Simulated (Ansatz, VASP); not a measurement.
## Two plane-wave programs on HfSiO4

```
Hf Si O
1.0
     3.35435   -3.35435    0.00000
     3.35435    3.35435    0.00000
     0.00000    0.00000    3.15896
Hf Si O
1 1 4
Direct
  0.50000 0.50000 0.50000
  0.00000 0.00000 0.00000
  0.19496 0.19496 0.50000
  0.69496 0.30504 0.00000
  0.30504 0.69496 0.00000
  0.80504 0.80504 0.50000
```

Alike in both runs: task single point; functional PBE; k mesh 4 × 4 × 6; occupations gaussian, width 0.1 eV; no spin polarisation.

```csv
,VASP,Ansatz
version,VASP 6.6.1,Ansatz 0.2.0
potentials or method,"VASP PAW PBE potentials, release 64 (Hf_pv, Si, O), cutoff 600 eV","scalar-relativistic, plane waves, PAW"
valence electrons in the cell,38,54
```

|  | VASP | Ansatz | Ansatz less VASP |
| --- | --- | --- | --- |
| gap on the k mesh at the Fermi level (eV) | 1.29 | 1.33 | +0.033 |
| least direct gap on the mesh (eV) | 1.29 | 1.33 | +0.033 |
| pressure (GPa) | -16.4 | -14.7 | +1.71 |
| traceless stress, the component that is largest in VASP (GPa) | 10.31 | 10.38 | +0.062 |
| rms of the force components (eV/Å) | 1.599 | 1.684 | +0.0849 |

Atom by atom the forces differ by 0.087 eV/Å (rms over components). With one functional, cell and mesh, what is left measures potentials, basis and numerics. VASP's potentials hold 38 valence electrons a cell and Ansatz's 54, so a difference there can come from the potentials and not from the codes.

Spin-orbit coupling is off throughout.
